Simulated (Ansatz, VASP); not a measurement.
## Two plane-wave programs on Sr

```xyz
4
Lattice="-4.1212 4.1212 3.5447 4.1212 -4.1212 3.5447 4.1212 4.1212 -3.5447" Properties=species:S:1:pos:R:3 pbc="T T T"
Sr    5.4775    1.3563    0.0000
Sr   -1.3563    2.7649    3.5447
Sr    2.7649    1.3563    3.5447
Sr    1.3563    2.7649    0.0000
```

Alike in both runs: task single point; functional PBEsol; k mesh 4 × 4 × 4; no spin polarisation.

|  | VASP | Ansatz |
| --- | --- | --- |
| version | VASP 6.6.1 | Ansatz 0.2.0 |
| potentials or method | VASP PAW PBE potentials, release 64 (Sr_sv), cutoff 520 eV | plane waves, PAW |
| occupations | methfessel-paxton of order 1, width 0.02 eV | cold, width 0.02 eV |
| valence electrons in the cell | 40 | 40 |

|  | VASP | Ansatz | Ansatz less VASP |
| --- | --- | --- | --- |
| pressure (GPa) | -0.6 | -0.7 | -0.01 |

VASP's potentials were made for PBE, not for PBEsol.
